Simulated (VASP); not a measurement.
# Na (I4/mmm) in VASP: further runs

Na is run at these levels: PBE; tasks: single point.

Everything below comes from runs of VASP 6.6.1. Logs are shortened: lines on timing, memory, paths and dates and some standing lists are left out, and cuts for length are marked.

### 1 The cell of the first run

The structure is tetragonal, space group I4/mmm (No. 139). The conventional cell has a = 4.354 Å, b = 4.354 Å, c = 4.006 Å, α = 90.00°, β = 90.00°, γ = 90.00°. Within 4.8 Å of Na (site symmetry 4/mmm) lie 14 Na at 3.67 to 4.35 Å.

### 2 Single point, PBE

INCAR reads:

```
  ALGO = Fast
  EDIFF = 1E-6
  ENCUT = 520
  GGA = PE
  ISIF = 2
  ISMEAR = 0
  LASPH = T
  LCHARG = T
  LELF = T
  LREAL = F
  LVHAR = T
  LWAVE = F
  NBANDS = 10
  NELM = 60
  PREC = Accurate
  SIGMA = 0.15
```

KPOINTS reads:

```
k-points
0
Gamma
  18 18 18
```

POSCAR reads:

```
Na
1.0
   -2.1771790328      2.1771790328      2.0030047102
    2.1771790328     -2.1771790328      2.0030047102
    2.1771790328      2.1771790328     -2.0030047102
Na
1
Direct
    0.0000000000      0.0000000000      0.0000000000
```

Potentials or basis: VASP PAW PBE potentials, release 64 (Na_pv).

On the command line:

```
$ cat potpaw_PBE.64/Na_pv/POTCAR > POTCAR
$ mpirun -np 1 vasp_std > vasp.out
```

OUTCAR:

```text
EDIFF = 1E-6
   ENCUT = 520
   GGA = PE
   ISIF = 2
   ISMEAR = 0
   LASPH = T
   LREAL = F
   NELM = 60
   PREC = Accurate

 ion  position               nearest neighbor table
   1  0.000  0.000  0.000-

  LATTYP: Found a body centered tetragonal cell.
 ALAT       =     4.3543580656
 C/A-ratio  =     0.9200000000

  Lattice vectors:

 A1 = (  -2.1771790328,   2.1771790328,   2.0030047102)
 A2 = (   2.1771790328,  -2.1771790328,   2.0030047102)
 A3 = (   2.1771790328,   2.1771790328,  -2.0030047102)

Analysis of symmetry for initial positions (statically):
=====================================================================
 Subroutine PRICEL returns:
 Original cell was already a primitive cell.

 Routine SETGRP: Setting up the symmetry group for a
 body centered tetragonal supercell.

 Subroutine GETGRP returns: Found 16 space group operations
 (whereof 16 operations were pure point group operations)
 out of a pool of 16 trial point group operations.

The static configuration has the point symmetry D_4h.

Analysis of symmetry for dynamics (positions and initial velocities):
=====================================================================
 Subroutine PRICEL returns:
 Original cell was already a primitive cell.

 Routine SETGRP: Setting up the symmetry group for a
 body centered tetragonal supercell.

 Subroutine GETGRP returns: Found 16 space group operations
 (whereof 16 operations were pure point group operations)
 out of a pool of 16 trial point group operations.

The dynamic configuration has the point symmetry D_4h.

 Subroutine INISYM returns: Found 16 space group operations
 (whereof 16 operations are pure point group operations),
 and found     1 'primitive' translations

----------------------------------------------------------------------------------------

                                     Primitive cell

  volume of cell :      37.9778

  direct lattice vectors                    reciprocal lattice vectors
    -2.177179033  2.177179033  2.003004710     0.000000000  0.229654977  0.249624975
     2.177179033 -2.177179033  2.003004710     0.229654977  0.000000000  0.249624975
     2.177179033  2.177179033 -2.003004710     0.229654977  0.229654977  0.000000000

  length of vectors
     3.673179134  3.673179134  3.673179134     0.339196162  0.339196162  0.324781183

  position of ions in fractional coordinates (direct lattice)
     0.000000000  0.000000000  0.000000000

  ion indices of the primitive-cell ions
   primitive index   ion index
                 1           1

----------------------------------------------------------------------------------------

[... 74 lines left out ...]
   NFREE  =      0    steps in history (QN), initial steepest desc. (CG)
   ISIF   =      2    stress and relaxation
   ISYM   =      2    0-nonsym 1-usesym 2-fastsym
   POTIM  = 0.5000    time-step for ionic-motion
   TEBEG  =    0.0;   TEEND  =   0.0 temperature during run
   PSTRESS=    0.0 pullay stress
   NELECT =       7.0000    total number of electrons
   NUPDOWN=      -1.0000    fix difference up-down
   EMIN   =  10.00;   EMAX   =-10.00  energy-range for DOS
   EFERMI =   0.00;   METHOD = LEGACY
   ISMEAR =     0;   SIGMA  =   0.15  broadening in eV -4-tet -1-fermi 0-gaus
   EFERMI_NEDOS =   21; number of points for ismear=-14 and -15
   IALGO  =     68    algorithm
   IMIX   =      4    mixing-type and parameters
     AMIX     =   0.40;   BMIX     =  1.00
     AMIX_MAG =   1.60;   BMIX_MAG =  1.00
  volume/ion in A,a.u.               =      37.98       256.29
  Fermi-wavevector in a.u.,A,eV,Ry     =   0.931674  1.760609 11.810087  0.868017
  Thomas-Fermi vector in A             =   2.058192
   LORBIT       =      0    0 simple, 1 ext, 2 COOP (PROOUT), +10 PAW based schemes
   GGA     = PE    functional components
   LHFCALC =     F    Hartree Fock is set to
   AEXX    =    0.0000 exact exchange contribution
   IVDW    =     0    specifies the selected vdW correction
   LEPSILON=     F    determine dielectric tensor
   LRPA    =     F    only Hartree local field effects (RPA)
 non-spin polarized calculation
 RMM-DIIS sequential band-by-band and
 Gauss-broadening in eV      SIGMA  =   0.15
  energy-cutoff  :      520.00
  volume of cell :       37.98
 maximum number of plane-waves:      1044
   NGX = 13   NGY = 13   NGZ = 13

 number of electron       6.9999989 magnetization

 Free energy of the ion-electron system (eV)
  ---------------------------------------------------
  ext. energy  EPLUGINS =         0.00000000
  ---------------------------------------------------
  free energy    TOTEN  =        -1.31241903 eV

  energy without entropy =       -1.30748178  energy(sigma->0) =       -1.30995040

 E-fermi :   0.2596     XC(G=0):  -6.4394

 val. band max:        0.2450618684   @ k =   0.5000   0.1111   0.0556
 cond. band min:       0.2665542294   @ k =  -0.2222   0.3889   0.2222
 fundamental gap:      0.0214923609
 Fermi energy:         0.2596125336

 k-point     1 :       0.0000    0.0000    0.0000
  band No.  band energies     occupation
      1     -24.6600      2.00000
      2     -24.6595      2.00000
      3     -24.6595      2.00000
      4      -2.9671      2.00000
      5      11.0320      0.00000
      6      12.2200      0.00000
      7      12.3213      0.00000
      8      12.3213      0.00000
      9      12.6024      0.00000
     10      12.6024      0.00000
[... 287 lines left out ...]
 k-point    24 :      -0.2222    0.0556   -0.0000
  band No.  band energies     occupation
      1     -24.6708      2.00000
      2     -24.6632      2.00000
      3     -24.6603      2.00000
      4      -2.2719      2.00000
      5       7.8490      0.00000
      6       8.6918      0.00000
      7      10.3666      0.00000
      8      10.6778      0.00000
      9      12.4607      0.00000
     10      14.0135      0.00000

 [... further k-points ...]
[... 5 lines left out ...]
  --------------------------------------------------------------------------------------
  -------------------------------------------------------------------------------------
  Total       -0.0847583     -0.0847583     -0.0366828      0.0000000     -0.0000000      0.0000000
  in kB       -3.5757104     -3.5757104     -1.5475452      0.0000000     -0.0000000      0.0000000
  external PRESSURE =      -2.8996553 kB  Pullay stress =       0.0000000 kB

 VOLUME and BASIS-vectors are now :
 -----------------------------------------------------------------------------
  energy-cutoff  :      520.00
  volume of cell :       37.98
      direct lattice vectors                 reciprocal lattice vectors
    -2.177179033  2.177179033  2.003004710     0.000000000  0.229654977  0.249624975
     2.177179033 -2.177179033  2.003004710     0.229654977  0.000000000  0.249624975
     2.177179033  2.177179033 -2.003004710     0.229654977  0.229654977  0.000000000

 POSITION                                       TOTAL-FORCE (eV/Angst)
 -----------------------------------------------------------------------------------
      0.00000      0.00000      0.00000         0.000000     -0.000000      0.000000
 -----------------------------------------------------------------------------------
    total drift:                               -0.000000     -0.000000     -0.000000

  FREE ENERGIE OF THE ION-ELECTRON SYSTEM (eV)
  ---------------------------------------------------
  free  energy   TOTEN  =        -1.3124190262 eV

  energy  without entropy=       -1.3074817780  energy(sigma->0) =       -1.30995040
```

OSZICAR:

```text
N       E                     dE             d eps       ncg     rms          rms(c)
DAV:   1     0.271950431567E+02    0.27195E+02   -0.37833E+03  9620   0.578E+02
DAV:   2    -0.721619546345E+00   -0.27917E+02   -0.27772E+02  9874   0.145E+02
DAV:   3    -0.130799017317E+01   -0.58637E+00   -0.58593E+00 11676   0.231E+01
DAV:   4    -0.131295145428E+01   -0.49613E-02   -0.49609E-02 11370   0.207E+00
DAV:   5    -0.131302293705E+01   -0.71483E-04   -0.71482E-04 10946   0.243E-01    0.203E-01
RMM:   6    -0.131267058797E+01    0.35235E-03   -0.24052E-04 12892   0.163E-01    0.137E-01
RMM:   7    -0.131241433239E+01    0.25626E-03   -0.55659E-04 13086   0.220E-01    0.162E-02
RMM:   8    -0.131241556885E+01   -0.12365E-05   -0.13371E-04 13208   0.200E-01    0.375E-03
RMM:   9    -0.131241838006E+01   -0.28112E-05   -0.27179E-05 14132   0.583E-02    0.249E-03
RMM:  10    -0.131241902619E+01   -0.64613E-06   -0.75336E-06 13515   0.461E-02
   1 F= -.13124190E+01 E0= -.13099504E+01  d E =-.493725E-02
```

Run time: 94 s. Hardware: 1 thread of Intel Xeon Platinum 8259CL at 2.50GHz (Skylake/Cascade Lake), shared host; peak memory 0.26 GiB.

Results:

| Quantity | Value |
| --- | --- |
| Free energy | -1.3124 eV |
| Pressure | -0.3 GPa |
| Band gap on the k mesh | zero (an odd number of electrons rules out a gap without spin polarisation) |

(Continued in part 2 of 2.)

The gap in the log of VASP goes by the Fermi energy; the results here count the filled bands.